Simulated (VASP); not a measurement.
# Sb (Pm-3m) in VASP: single point with PBEsol

Aim: the single point of Sb with PBEsol.

Everything below comes from runs of VASP 6.6.1. Logs are shortened: lines on timing, memory, paths and dates and some standing lists are left out, and cuts for length are marked.

### Step 1. The cell of the first run

It takes space group Pm-3m (No. 221, cubic). Conventional cell: a = 3.160 Å, b = 3.160 Å, c = 3.160 Å, α = 90.00°, β = 90.00°, γ = 90.00°. Sb (site symmetry m-3m) has 6 Sb at 3.16 Å within 4.2 Å.

### Step 2. Single point, PBEsol

File INCAR:

```
PREC = Accurate ; ENCUT = 520
EDIFF = 1E-6 ; ISMEAR = 0
SIGMA = 0.05 ; LREAL = False
LASPH = True ; NELM = 60
ALGO = Normal ; ISIF = 2
LWAVE = False ; LCHARG = False
GGA = PS ; NBANDS = 8
```

File KPOINTS:

```
regular mesh
0
Gamma
  7 7 7
```

File POSCAR:

```
Sb
1.0
    3.1600000000      0.0000000000      0.0000000000
    0.0000000000      3.1600000000      0.0000000000
    0.0000000000      0.0000000000      3.1600000000
Sb
1
Direct
    0.0000000000      0.0000000000      0.0000000000
```

Potentials or basis: VASP PAW PBE potentials, release 64 (Sb).

Started as:

```sh
$ cat potpaw_PBE.64/Sb/POTCAR > POTCAR
$ mpirun -np 1 vasp_std > vasp.out
```

OUTCAR:

```text
PREC = Accurate
   ENCUT = 520
   EDIFF = 1E-6
   ISMEAR = 0
   LREAL = False
   LASPH = True
   NELM = 60
   ISIF = 2
   GGA = PS

 ion  position               nearest neighbor table
   1  0.000  0.000  0.000-

  LATTYP: Found a simple cubic cell.
 ALAT       =     3.1600000000

  Lattice vectors:

 A1 = (   3.1600000000,   0.0000000000,   0.0000000000)
 A2 = (   0.0000000000,   3.1600000000,   0.0000000000)
 A3 = (   0.0000000000,   0.0000000000,   3.1600000000)

Analysis of symmetry for initial positions (statically):
=====================================================================
 Subroutine PRICEL returns:
 Original cell was already a primitive cell.

 Routine SETGRP: Setting up the symmetry group for a
 simple cubic supercell.

 Subroutine GETGRP returns: Found 48 space group operations
 (whereof 48 operations were pure point group operations)
 out of a pool of 48 trial point group operations.

The static configuration has the point symmetry O_h .

Analysis of symmetry for dynamics (positions and initial velocities):
=====================================================================
 Subroutine PRICEL returns:
 Original cell was already a primitive cell.

 Routine SETGRP: Setting up the symmetry group for a
 simple cubic supercell.

 Subroutine GETGRP returns: Found 48 space group operations
 (whereof 48 operations were pure point group operations)
 out of a pool of 48 trial point group operations.

The dynamic configuration has the point symmetry O_h .

 Subroutine INISYM returns: Found 48 space group operations
 (whereof 48 operations are pure point group operations),
 and found     1 'primitive' translations

----------------------------------------------------------------------------------------

                                     Primitive cell

  volume of cell :      31.5545

  direct lattice vectors                    reciprocal lattice vectors
     3.160000000  0.000000000  0.000000000     0.316455696  0.000000000  0.000000000
     0.000000000  3.160000000  0.000000000     0.000000000  0.316455696  0.000000000
     0.000000000  0.000000000  3.160000000     0.000000000  0.000000000  0.316455696

  length of vectors
     3.160000000  3.160000000  3.160000000     0.316455696  0.316455696  0.316455696

  position of ions in fractional coordinates (direct lattice)
     0.000000000  0.000000000  0.000000000

  ion indices of the primitive-cell ions
   primitive index   ion index
                 1           1

----------------------------------------------------------------------------------------

 KPOINTS: regular mesh

Automatic generation of k-mesh.
 Grid dimensions read from file:
 generate k-points for:    7    7    7

 Generating k-lattice:

  Cartesian coordinates                     Fractional coordinates (reciprocal lattice)
     0.045207957  0.000000000  0.000000000     0.142857143  0.000000000  0.000000000
     0.000000000  0.045207957  0.000000000     0.000000000  0.142857143  0.000000000
     0.000000000  0.000000000  0.045207957     0.000000000  0.000000000  0.142857143

  Length of vectors
     0.045207957  0.045207957  0.045207957

  Shift w.r.t. Gamma in fractional coordinates (k-lattice)
     0.000000000  0.000000000  0.000000000

 Subroutine IBZKPT returns following result:
 ===========================================

 Found     20 irreducible k-points:

 Following reciprocal coordinates:
            Coordinates               Weight
  0.000000  0.000000  0.000000      1.000000
  0.142857  0.000000  0.000000      6.000000
  0.285714  0.000000  0.000000      6.000000
  0.428571  0.000000  0.000000      6.000000
  0.142857  0.142857  0.000000     12.000000
  0.285714  0.142857  0.000000     24.000000
[... 12 lines left out ...]
  0.428571  0.428571  0.285714     24.000000
  0.428571  0.428571  0.428571      8.000000
   k-points           NKPTS =     20   k-points in BZ     NKDIM =     20   number of bands    NBANDS=      8
   number of dos      NEDOS =    301   number of ions     NIONS =      1
   total plane-waves  NPLWV =  13824
   dimension x,y,z NGX =    24 NGY =   24 NGZ =   24
   dimension x,y,z NGXF=    48 NGYF=   48 NGZF=   48
   ions per type =               1
   NGX,Y,Z   is equivalent  to a cutoff of  12.63, 12.63, 12.63 a.u.
   NGXF,Y,Z  is equivalent  to a cutoff of  25.25, 25.25, 25.25 a.u.
 SYSTEM =  unknown system
   PREC   = accura    normal or accurate (medium, high low for compatibility)
   ISTART =      0    job   : 0-new  1-cont  2-samecut
   ICHARG =      2    charge: 1-file 2-atom 10-const
   ISPIN  =      1    spin polarized calculation?
   LNONCOLLINEAR =      F non collinear calculations
   LSORBIT =      F    spin-orbit coupling
   LASPH  =      T    aspherical Exc in radial PAW
   ENCUT  =  520.0 eV  38.22 Ry    6.18 a.u.   5.88  5.88  5.88*2*pi/ulx,y,z
   NELM   =     60;   NELMIN=  2; NELMDL= -5     # of ELM steps
   EDIFF  = 0.1E-05   stopping-criterion for ELM
   LREAL  =      F    real-space projection
   EDIFFG = 0.1E-04   stopping-criterion for IOM
   NSW    =      0    number of steps for IOM
   IBRION =     -1    ionic relax: 0-MD 1-quasi-New 2-CG
   NFREE  =      0    steps in history (QN), initial steepest desc. (CG)
   ISIF   =      2    stress and relaxation
   ISYM   =      2    0-nonsym 1-usesym 2-fastsym
   POTIM  = 0.5000    time-step for ionic-motion
   TEBEG  =    0.0;   TEEND  =   0.0 temperature during run
   PSTRESS=    0.0 pullay stress
   NELECT =       5.0000    total number of electrons
   NUPDOWN=      -1.0000    fix difference up-down
   EMIN   =  10.00;   EMAX   =-10.00  energy-range for DOS
   EFERMI =   0.00;   METHOD = LEGACY
   ISMEAR =     0;   SIGMA  =   0.05  broadening in eV -4-tet -1-fermi 0-gaus
   EFERMI_NEDOS =   21; number of points for ismear=-14 and -15
   IALGO  =     38    algorithm
   IMIX   =      4    mixing-type and parameters
     AMIX     =   0.40;   BMIX     =  1.00
     AMIX_MAG =   1.60;   BMIX_MAG =  1.00
  volume/ion in A,a.u.               =      31.55       212.94
  Fermi-wavevector in a.u.,A,eV,Ry     =   0.885886  1.674081 10.677766  0.784794
  Thomas-Fermi vector in A             =   2.006979
   LORBIT       =      0    0 simple, 1 ext, 2 COOP (PROOUT), +10 PAW based schemes
   GGA     = PS    functional components
   LHFCALC =     F    Hartree Fock is set to
   AEXX    =    0.0000 exact exchange contribution
   IVDW    =     0    specifies the selected vdW correction
   LEPSILON=     F    determine dielectric tensor
   LRPA    =     F    only Hartree local field effects (RPA)
 non-spin polarized calculation
 Gauss-broadening in eV      SIGMA  =   0.05
  energy-cutoff  :      520.00
  volume of cell :       31.55
 maximum number of plane-waves:       870
 NGX is ok and might be reduce to    24
   NGX = 11   NGY = 11   NGZ = 11

 number of electron       5.0000001 magnetization

 Free energy of the ion-electron system (eV)
  ---------------------------------------------------
  ext. energy  EPLUGINS =         0.00000000
  ---------------------------------------------------
  free energy    TOTEN  =        -4.51623420 eV

  energy without entropy =       -4.51505549  energy(sigma->0) =       -4.51564484

 E-fermi :   6.1849     XC(G=0):  -9.5203

 val. band max:        6.1719847208   @ k =   0.2857   0.2857   0.2857
 cond. band min:       6.2408955271   @ k =   0.4286   0.2857   0.2857
 fundamental gap:      0.0689108063
 Fermi energy:         6.1849040890

 k-point     1 :       0.0000    0.0000    0.0000
  band No.  band energies     occupation
      1      -5.6840      2.00000
      2       9.4165      0.00000
      3       9.4165      0.00000
      4       9.4165      0.00000
      5      13.1920      0.00000
      6      13.1920      0.00000
      7      14.0937      0.00000
      8      23.7059      0.00000

 k-point     2 :       0.1429    0.0000    0.0000
  band No.  band energies     occupation
      1      -5.4073      2.00000
      2       6.9087      0.00000
      3       9.6819      0.00000
      4       9.6819      0.00000
      5      13.4207      0.00000
      6      13.9852      0.00000
      7      16.4522      0.00000
      8      21.7875      0.00000

 k-point     3 :       0.2857    0.0000    0.0000
  band No.  band energies     occupation
      1      -4.6266      2.00000
      2       3.7007      2.00000
      3      10.3820      0.00000
      4      10.3820      0.00000
      5      14.0828      0.00000
      6      14.7822      0.00000
      7      19.4330      0.00000
      8      19.4330      0.00000

 k-point     4 :       0.4286    0.0000    0.0000
  band No.  band energies     occupation
      1      -3.6615      2.00000
      2       1.4448      2.00000
      3      11.1182      0.00000
      4      11.1182      0.00000
      5      14.9835      0.00000
      6      16.0676      0.00000
      7      17.8231      0.00000
      8      17.8231      0.00000

 k-point     5 :       0.1429    0.1429    0.0000
  band No.  band energies     occupation
      1      -5.1305      2.00000
      2       7.0753      0.00000
      3       7.2833      0.00000
      4       9.9480      0.00000
      5      13.9204      0.00000
      6      16.3633      0.00000
      7      16.7357      0.00000
      8      19.4157      0.00000
[... 133 lines left out ...]
 k-point    18 :       0.4286    0.2857    0.2857
  band No.  band energies     occupation
      1      -1.4958      2.00000
      2       3.3971      2.00000
      3       6.2409      0.11327
      4       6.9078      0.00000
      5      11.7731      0.00000
      6      12.6505      0.00000
      7      15.1817      0.00000
      8      18.8923      0.00000

 k-point    19 :       0.4286    0.4286    0.2857
  band No.  band energies     occupation
      1      -0.4587      2.00000
      2       4.1179      2.00000
      3       4.2647      2.00000
      4       7.4254      0.00000
      5      10.2397      0.00000
      6      13.2155      0.00000
      7      13.3905      0.00000
      8      16.7996      0.00000

 k-point    20 :       0.4286    0.4286    0.4286
  band No.  band energies     occupation
      1       0.6378      2.00000
      2       4.8474      2.00000
      3       4.8474      2.00000
      4       5.2074      2.00000
      5      11.0883      0.00000
      6      11.5854      0.00000
      7      11.5854      0.00000
      8      14.5917      0.00000

------------------------ aborting loop because EDIFF is reached ----------------------------------------

  FORCE on cell =-STRESS in cart. coord.  units (eV):
  Direction    XX          YY          ZZ          XY          YZ          ZX
  --------------------------------------------------------------------------------------
  -------------------------------------------------------------------------------------
  Total       -0.9246607     -0.9246607     -0.9246607     -0.0000000     -0.0000000      0.0000000
  in kB      -46.9495846    -46.9495846    -46.9495846     -0.0000000     -0.0000000      0.0000000
  external PRESSURE =     -46.9495846 kB  Pullay stress =       0.0000000 kB

 VOLUME and BASIS-vectors are now :
 -----------------------------------------------------------------------------
  energy-cutoff  :      520.00
  volume of cell :       31.55
      direct lattice vectors                 reciprocal lattice vectors
     3.160000000  0.000000000  0.000000000     0.316455696  0.000000000  0.000000000
     0.000000000  3.160000000  0.000000000     0.000000000  0.316455696  0.000000000
     0.000000000  0.000000000  3.160000000     0.000000000  0.000000000  0.316455696

 POSITION                                       TOTAL-FORCE (eV/Angst)
 -----------------------------------------------------------------------------------
      0.00000      0.00000      0.00000         0.000000      0.000000      0.000000
 -----------------------------------------------------------------------------------
    total drift:                                0.000000      0.000000      0.000000

  FREE ENERGIE OF THE ION-ELECTRON SYSTEM (eV)
  ---------------------------------------------------
  free  energy   TOTEN  =        -4.5162341960 eV

  energy  without entropy=       -4.5150554938  energy(sigma->0) =       -4.51564484
```

Run time: 2.4 s. Hardware: 1 thread of AMD EPYC 9R45 (Zen 5), shared host; peak memory 0.1 GiB.

Results:

| Item | Value |
| --- | --- |
| Free energy | -4.5162 eV |
| Pressure | -4.7 GPa |

Caveat: the PAW data sets were made with another functional, which shifts forces and pressure a little; spin-orbit coupling is left out, which moves the levels of the heavy elements.
